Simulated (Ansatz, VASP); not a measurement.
## AlN in VASP and in Ansatz

INCAR

```
  PREC = Accurate
  ENCUT = 520
  EDIFF = 1E-6
  ISMEAR = -1
  SIGMA = 0.02
  LREAL = F
  LASPH = T
  NELM = 100
  ALGO = Normal
  ISIF = 2
  LWAVE = F
  LCHARG = T
  GGA = PE
  LELF = T
  LVHAR = T
  NBANDS = 11
```

File KPOINTS:

```
Automatic mesh
0
Gamma
  10 10 10
```

Contents of POSCAR:

```
AlN
1.0
    0.0000000000      2.1848764125      2.1848764125
    2.1848764125      0.0000000000      2.1848764125
    2.1848764125      2.1848764125      0.0000000000
Al N
1 1
Direct
    0.0000000000      0.0000000000      0.0000000000
    0.2500000000      0.2500000000      0.2500000000
```

Input for Ansatz:

```yaml
crystal:
  lattice:
    - [0.0, 2.1848764125, 2.1848764125]
    - [2.1848764125, 0.0, 2.1848764125]
    - [2.1848764125, 2.1848764125, 0.0]
  atoms:
    - { symbol: Al, position: [0.0, 0.0, 0.0] }
    - { symbol: "N", position: [0.25, 0.25, 0.25] }
kpoints:
  mp_grid: { grid: [10, 10, 10] }
  band_path:
    path:
      - [0.0, 0.0, 0.0]
      - [-0.5, -0.5, 0.0]
      - [-0.375, -0.375, 0.25]
      - [-0.375, 0.0, 0.375]
      - [0.0, 0.0, 0.5]
      - [-0.5, -0.25, 0.25]
      - [0.0, 0.5, 0.5]
    npoints: 1
hamiltonian:
  xc: pbe
scf:
  occupations: { method: fermi_dirac, width: 0.02 }
  n_extra_bands: 4
output:
  forces: true
  stress: true
  eigenvalues: true
```

Alike in both runs: task single point; functional PBE; k mesh 10 × 10 × 10; occupations fermi-dirac, width 0.02 eV; no spin polarisation.

|  | VASP | Ansatz |
| --- | --- | --- |
| version | VASP 6.6.1 | Ansatz 0.2.0 |
| potentials or method | VASP PAW PBE potentials, release 64 (Al, N) | plane waves, PAW |
| plane-wave cutoff (eV) | 520 | 420 |
| valence electrons in the cell | 8 | 8 |

```csv
,VASP,Ansatz,Ansatz less VASP
gap on the k mesh at the Fermi level (eV),3.32,3.33,+0.008
pressure (GPa),4.3,4.6,+0.28
```

The functional is the same, so the differences come from potentials, cutoffs and numerics.
